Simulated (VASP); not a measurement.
# Ge4F in VASP: further runs, part 2 of 2

VASP 6.6.1. The steps go on from the part before.

## 4. Single point, PBE+D3(BJ)

Input file INCAR:

```
ALGO = Normal ; DIPOL = 0.5 0.5 0.336
EDIFF = 1E-6 ; ENCUT = 520
GGA = PE ; IDIPOL = 3
ISIF = 2 ; ISMEAR = 0
IVDW = 12 ; LASPH = True
LCHARG = False ; LDIPOL = True
LREAL = False ; LWAVE = False
NBANDS = 40 ; NELM = 100
PREC = Accurate ; SIGMA = 0.1
```

Input file KPOINTS:

```
k-points
0
Gamma
  7 7 1
```

Input file POSCAR:

```
Ge4F
1.0
    4.0303587907      0.0000000000      0.0000000000
    0.0000000000      4.0303587907      0.0000000000
    0.0000000000      0.0000000000     21.6416627718
Ge F
4 1
Direct
    0.0000000000      0.5000000000      0.1848286817
    0.0000000000      0.0000000000      0.2506714513
    0.5000000000      0.0000000000      0.3196569899
    0.5000000000      0.5000000000      0.3854446333
    0.8750000000      0.6250000000      0.5379282957
```

Potentials or basis: VASP PAW PBE potentials, release 64 (Ge_d, F).

Run with:

```console
> cat potpaw_PBE.64/Ge_d/POTCAR potpaw_PBE.64/F/POTCAR > POTCAR
> mpirun -np 1 vasp_std > vasp.out
```

OUTCAR:

```text
EDIFF = 1E-6
   ENCUT = 520
   GGA = PE
   ISIF = 2
   ISMEAR = 0
   IVDW = 12
   LASPH = True
   LREAL = False
   NELM = 100
   PREC = Accurate
 IVDW          = 12

 ion  position               nearest neighbor table
   1  0.000  0.500  0.185-   2 2.47   2 2.47
   2  0.000  0.000  0.251-   1 2.47   1 2.47   3 2.51   3 2.51
   3  0.500  0.000  0.320-   4 2.47   4 2.47   2 2.51   2 2.51
   4  0.500  0.500  0.385-   3 2.47   3 2.47
   5  0.875  0.625  0.538-

  LATTYP: Found a simple tetragonal cell.
 ALAT       =     4.0303587907
 C/A-ratio  =     5.3696615849

  Lattice vectors:

 A1 = (   4.0303587907,   0.0000000000,   0.0000000000)
 A2 = (   0.0000000000,   4.0303587907,   0.0000000000)
 A3 = (   0.0000000000,   0.0000000000,  21.6416627718)

Analysis of symmetry for initial positions (statically):
=====================================================================
 Subroutine PRICEL returns:
 Original cell was already a primitive cell.

 Routine SETGRP: Setting up the symmetry group for a
 simple tetragonal supercell.

[... 180 lines left out ...]

 k-point     1 :       0.0000    0.0000    0.0000
  band No.  band energies     occupation
      1     -28.8216      2.00000
      2     -28.7878      2.00000
      3     -28.7394      2.00000
      4     -28.7243      2.00000
      5     -28.6687      2.00000
      6     -28.5557      2.00000
[... 1021 lines left out ...]
     39       2.1478      0.00000
     40       2.7330      0.00000

 [... further k-points ...]

------------------------ aborting loop because EDIFF is reached ----------------------------------------

 vacuum level on the upper side and lower side of the slab       (xc-potential included)         2.729        -2.741

 Edisp (eV)   -0.88093

 E8    (eV) :    -0.4076

  FORCE on cell =-STRESS in cart. coord.  units (eV):
  Direction    XX          YY          ZZ          XY          YZ          ZX
  --------------------------------------------------------------------------------------
  -------------------------------------------------------------------------------------
  Total      -2.16127     0.39819    -2.19660    -0.04404    -0.20825    -0.28522
  in kB      -9.85011     1.81479   -10.01114    -0.20070    -0.94913    -1.29992
  external pressure =       -6.02 kB  Pullay stress =        0.00 kB

 VOLUME and BASIS-vectors are now :
 -----------------------------------------------------------------------------
  energy-cutoff  :      520.00
  volume of cell :      351.54
      direct lattice vectors                 reciprocal lattice vectors
     4.030358791  0.000000000  0.000000000     0.248116868  0.000000000  0.000000000
     0.000000000  4.030358791  0.000000000     0.000000000  0.248116868  0.000000000
     0.000000000  0.000000000 21.641662772     0.000000000  0.000000000  0.046207170

 POSITION                                       TOTAL-FORCE (eV/Angst)
 -----------------------------------------------------------------------------------
      0.00000      2.01518      4.00000         0.000410      0.006459     -0.081937
      0.00000      0.00000      5.42495         0.005589      0.006159      0.093736
      2.01518      0.00000      6.91791         0.041039     -0.021922      0.007724
      2.01518      2.01518      8.34166         0.016231      0.068023      0.661257
      3.52656      2.51897     11.64166        -0.063268     -0.058718     -0.680781
 -----------------------------------------------------------------------------------
    total drift:                               -0.000045     -0.000010     -0.000428

  FREE ENERGIE OF THE ION-ELECTRON SYSTEM (eV)
  ---------------------------------------------------
  free  energy   TOTEN  =       -17.4003081030 eV

  energy  without entropy=      -17.3304193966  energy(sigma->0) =      -17.36536375

 vacuum level on the upper side and lower side of the slab         6.251         0.642
```

OSZICAR:

```text
N       E                     dE             d eps       ncg     rms          rms(c)
DAV:   1     0.582402353503E+03    0.58240E+03   -0.32019E+04  2472   0.237E+03
DAV:   2     0.813779135777E+02   -0.50102E+03   -0.48420E+03  2408   0.623E+02
DAV:   3    -0.156009801176E+02   -0.96979E+02   -0.95221E+02  2760   0.192E+02
[... 22 lines left out ...]
DAV:  26    -0.165193686873E+02   -0.93102E-05   -0.91516E-05  2160   0.355E-02    0.501E-02
DAV:  27    -0.165193691812E+02   -0.49383E-06   -0.38478E-05  1960   0.150E-02    0.224E-02
DAV:  28    -0.165193712149E+02   -0.20338E-05   -0.25195E-06  1752   0.108E-02    0.691E-03
DAV:  29    -0.165193727122E+02   -0.14973E-05   -0.62704E-07  1576   0.768E-03    0.114E-03
DAV:  30    -0.165193731825E+02   -0.47032E-06   -0.18164E-07  1544   0.342E-03
   1 F= -.17400308E+02 E0= -.17365364E+02  d E =-.698887E-01
```

stdout:

```text
POSCAR found type information on POSCAR GeF
 POSCAR found :  2 types and       5 ions
 scaLAPACK will be used
 LDA part: xc-table for (Slater+PW92), standard interpolation
 POSCAR, INCAR and KPOINTS ok, starting setup
 FFT: planning ... GRIDC
 FFT: planning ... GRID_SOFT
 FFT: planning ... GRID
 WAVECAR not read
 entering main loop
```

Run time: 6.3 min. Hardware: 1 thread of Intel Xeon 6975P-C (Granite Rapids), shared host; peak memory 0.52 GiB.

What came out:

* Free energy: -17.4003 eV
* Largest force: 0.686 eV/Å
* Band gap on the k mesh: zero (an odd number of electrons rules out a gap without spin polarisation)
* Dispersion energy per atom: -0.176 eV

Forces on the atoms (eV/Å):
```
Ge   0.000  0.006 -0.082
Ge   0.006  0.006  0.094
Ge   0.041 -0.022  0.008
Ge   0.016  0.068  0.661
F   -0.063 -0.059 -0.681
```

Caveat: an odd number of electrons without spin polarisation forces a metal; a magnetic or distorted state may lie lower.

## 5. Single point, PBE+D3(BJ)

Input file INCAR:

```
SYSTEM = Ge4F
  ALGO = Normal
  DIPOL = 0.5 0.5 0.336
  EDIFF = 1E-7
  ENCUT = 520
  GGA = PE
  IDIPOL = 3
  ISIF = 2
  ISMEAR = 0
  IVDW = 12
  LASPH = .True.
  LCHARG = .False.
  LDIPOL = .True.
  LREAL = .False.
  LWAVE = .False.
  NBANDS = 40
  NELM = 100
  PREC = Accurate
  SIGMA = 0.1
```

Input file KPOINTS:

```
k-points
0
Gamma
  7 7 1
  0 0 0
```

Edit POSCAR of step 4 so:

```diff
@@ -12,2 +12,2 @@
     0.5000000000      0.5000000000      0.3854446333
-    0.8750000000      0.6250000000      0.5379282957
+    0.8750000000      0.8750000000      0.5379282957
```

Run with:

```console
> cat potpaw_PBE.64/Ge_d/POTCAR potpaw_PBE.64/F/POTCAR > POTCAR
> mpirun -np 1 vasp_std > vasp.out
```

Run time: 6.2 min. Hardware: 1 thread of Intel Xeon 6975P-C (Granite Rapids), shared host; peak memory 0.54 GiB.

Results (log left out):

```yaml
Free_energy: -17.3245 eV
Largest_force: 0.525 eV/Å
Band_gap_on_the_k_mesh: zero (an odd number of electrons rules out a gap without spin polarisation)
Dispersion_energy_per_atom: -0.176 eV
```

Forces in eV/Å, atoms in the order of the input:
```
Ge  -0.003  0.007 -0.070
Ge   0.007  0.007  0.074
Ge   0.021 -0.024 -0.006
Ge   0.008  0.070  0.520
F   -0.034 -0.060 -0.518
```

Levels at points of the mesh, in eV from the Fermi level:
```
           k point  band 30  band 31  band 32  band 33  band 34  band 35
(0.00, 0.00, 0.00)    -0.04    -0.04     0.82     1.32     1.96     2.10
```

Caveat: an odd number of electrons without spin polarisation forces a metal; a magnetic or distorted state may lie lower.

## 6. Single point, PBE+D3(BJ)

Input file INCAR:

```
PREC = Accurate
ENCUT = 520
EDIFF = 1E-6
ISMEAR = 0
SIGMA = 0.1
LREAL = False
LASPH = True
NELM = 100
ALGO = Normal
ISIF = 2
LWAVE = False
LCHARG = True
LDIPOL = True
IDIPOL = 3
DIPOL = 0.5 0.5 0.336
GGA = PE
IVDW = 12
LELF = True
LVHAR = True
LVACPOTAV = True
NBANDS = 40
```

Input file KPOINTS:

```
regular mesh
0
Gamma
  7 7 1
```

Edit POSCAR of step 5 so:

```diff
@@ -12,2 +12,2 @@
     0.5000000000      0.5000000000      0.3854446333
-    0.8750000000      0.8750000000      0.5379282957
+    0.6250000000      0.7500000000      0.5379282957
```

Potentials or basis: VASP PAW PBE potentials, release 64 (Ge_d, F).

Run with:

```console
> cat potpaw_PBE.64/Ge_d/POTCAR potpaw_PBE.64/F/POTCAR > POTCAR
> mpirun -np 1 vasp_std > vasp.out
```

Wall time 5.6 min (1 thread of Intel Xeon 6975P-C (Granite Rapids), shared host); peak memory 0.54 GiB.

Results (log left out):

```
Free energy                : -17.4260 eV
Largest force              : 0.759 eV/Å
Band gap on the k mesh     : zero (an odd number of electrons rules out a gap without spin polarisation)
Dispersion energy per atom : -0.176 eV
```

Forces on the atoms (eV/Å):
```
Ge   0.001  0.017 -0.091
Ge   0.005  0.014  0.104
Ge   0.033 -0.050  0.056
Ge   0.012  0.146  0.678
F   -0.050 -0.125 -0.747
```

Levels at points of the mesh, in eV from the Fermi level:
| k point | band 28 | band 29 | band 30 | band 31 | band 32 | band 33 | band 34 | band 35 | band 36 | band 37 |
| --- | --- | --- | --- | --- | --- | --- | --- | --- | --- | --- |
| (0.00, 0.00, 0.00) | -0.37 | -0.30 | -0.05 | -0.04 | 0.82 | 1.29 | 1.92 | 2.06 | 2.41 | 3.24 |

Caveat: an odd number of electrons without spin polarisation forces a metal; a magnetic or distorted state may lie lower.

## 7. The runs side by side

| cell | gap on the mesh (eV) | largest force (eV/Å) |
| --- | --- | --- |
| as given, atomic positions A | none | 0.88 |
| as given, atomic positions B | none | 0.63 |
| as given, atomic positions C | none | 0.69 |
| as given, atomic positions D | none | 0.52 |
| as given, atomic positions E | none | 0.76 |

Alike in all rows: task single point; level PBE+D3(BJ); potentials or basis VASP PAW PBE potentials, release 64 (Ge_d, F); no spin polarisation; k mesh 7 × 7 × 1; cutoff (eV) 520; smearing gaussian 0.1 eV.

Caveats: an odd number of electrons without spin polarisation forces a metal; a magnetic or distorted state may lie lower.

Absolute energies hang on the potentials; compare differences alone.
